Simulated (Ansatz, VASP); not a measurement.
## Au: VASP beside Ansatz

INCAR

```
PREC = Accurate ; ENCUT = 520
EDIFF = 1E-7 ; ISMEAR = -1
SIGMA = 0.1 ; LREAL = F
LASPH = T ; NELM = 60
ALGO = Normal ; ISIF = 2
LWAVE = F ; LCHARG = T
GGA = PE ; LELF = T
LVHAR = T ; NBANDS = 18
```

File KPOINTS:

```
Automatic mesh
0
Gamma
  14 14 7
```

File POSCAR:

```
Au
1.0
    2.7939999041      0.0000000000      0.0000000000
   -1.3969999520      2.4196748951      0.0000000000
    0.0000000000      0.0000000000      4.6813753791
Au
2
Direct
    0.3333333333      0.6666666667      0.2500000000
    0.6666666667      0.3333333333      0.7500000000
```

Input for Ansatz:

```yaml
crystal:
  lattice:
    - [2.7939999041, 0.0, 0.0]
    - [-1.396999952, 2.4196748951, 0.0]
    - [0.0, 0.0, 4.6813753791]
  atoms:
    - { symbol: Au, position: [0.3333333333, 0.6666666667, 0.25] }
    - { symbol: Au, position: [0.6666666667, 0.3333333333, 0.75] }
hamiltonian:
  xc: pbe
  pseudopotentials:
    kind: paw
    azcp:
      Au: "pseudopotentials/Au.paw.azcp"
basis:
  ecutwfc: 420
  fft_grid_basis: typed
kpoints:
  mp_grid: { grid: [14, 14, 7], shift: [0, 0, 0] }
magnetization:
  spin_polarized: false
scf:
  occupations: { method: fermi_dirac, width: 0.1 }
  lower_state_search: "off"
output:
  stress: true
  write_density: true
  write_potential: true
  elf: true
  volumetric_format: npy
```

Alike in both runs: task single point; functional PBE; k mesh 14 × 14 × 7; occupations fermi-dirac, width 0.1 eV; no spin polarisation.

|  | VASP | Ansatz |
| --- | --- | --- |
| version | VASP 6.6.1 | Ansatz 0.2.0 |
| potentials or method | VASP PAW PBE potentials, release 64 (Au), cutoff 520 eV | plane waves (420 eV) with PAW, scalar-relativistic |
| valence electrons in the cell | 22 | 38 |

```tsv
	VASP	Ansatz	Ansatz less VASP
pressure (GPa)	25.6	26.0	+0.39
traceless stress, the component that is largest in VASP (GPa)	-0.70	-0.69	+0.018
```

The functional is the same, so the differences come from potentials, cutoffs and numerics. VASP's potentials hold 22 valence electrons a cell and Ansatz's 38, so a difference there can come from the potentials and not from the codes.

Spin-orbit coupling is off throughout.
